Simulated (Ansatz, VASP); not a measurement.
# AlRu in VASP and in Ansatz

INCAR

```
ALGO = Fast
EDIFF = 1E-6
ENCUT = 520
GGA = PS
ISIF = 2
ISMEAR = 0
LASPH = True
LCHARG = False
LREAL = False
LWAVE = False
NBANDS = 25
NELM = 100
PREC = Accurate
SIGMA = 0.15
```

KPOINTS

```
k-points
0
Gamma
  16 16 8
```

Contents of POSCAR:

```
AlRu
1.0
    2.9763250904      0.0000000000      0.0000000000
    0.0000000000      2.9763250904      0.0000000000
    0.0000000000      0.0000000000      5.9526501809
Al Ru
2 2
Direct
    0.0000000000      0.0000000000     -0.0098107563
    0.0000000000      0.0000000000      0.5098107563
    0.4793033361      0.5000000000      0.2500000000
    0.5206966639      0.5000000000      0.7500000000
```

Input for Ansatz:

```yaml
crystal:
  lattice:
    - [2.9763250904, 0.0, 0.0]
    - [0.0, 2.9763250904, 0.0]
    - [0.0, 0.0, 5.9526501809]
  atoms:
    - { symbol: Al, position: [0.0, 0.0, -0.0098107563] }
    - { symbol: Al, position: [0.0, 0.0, 0.5098107563] }
    - { symbol: Ru, position: [0.4793033361, 0.5, 0.25] }
    - { symbol: Ru, position: [0.5206966639, 0.5, 0.75] }
basis:
  ecutwfc: 420
kpoints:
  mp_grid: { grid: [16, 16, 8] }
hamiltonian:
  xc: pbesol
  pseudopotentials: { kind: paw, azcp: { folder: soft_1 } }
scf:
  occupations: { method: gaussian, width: 0.15 }
output:
  forces: true
  stress: true
  eigenvalues: true
```

Change from the starting cell: mode 4 frozen in at -0.062 Å and mode 12 at -0.058 Å (largest displacements).

Alike in both runs: task single point; functional PBEsol; k mesh 16 × 16 × 8; occupations gaussian, width 0.15 eV; no spin polarisation.

```csv
,VASP,Ansatz
version,VASP 6.6.1,Ansatz 0.2.0
potentials or method,"VASP PAW PBE potentials, release 64 (Al, Ru_pv), cutoff 520 eV","scalar-relativistic, plane waves, PAW"
valence electrons in the cell,34,38
```

|  | VASP | Ansatz | Ansatz less VASP |
| --- | --- | --- | --- |
| gap on the k mesh at the Fermi level (eV) | none | none | - |
| pressure (GPa) | 0.8 | 0.7 | -0.15 |
| traceless stress, the component that is largest in VASP (GPa) | 0.20 | 0.20 | 0.000 |
| rms of the force components (eV/Å) | 0.379 | 0.376 | -0.0029 |

VASP's potentials were made for PBE, not for PBEsol, and Ansatz warns of the same on its side. Atom by atom the forces differ by 0.003 eV/Å (rms over components). A gap of «none» marks a metal or a gap that the smearing closes. With one functional, cell and mesh, what is left measures potentials, basis and numerics. VASP's potentials hold 34 valence electrons a cell and Ansatz's 38, so a difference there can come from the potentials and not from the codes.
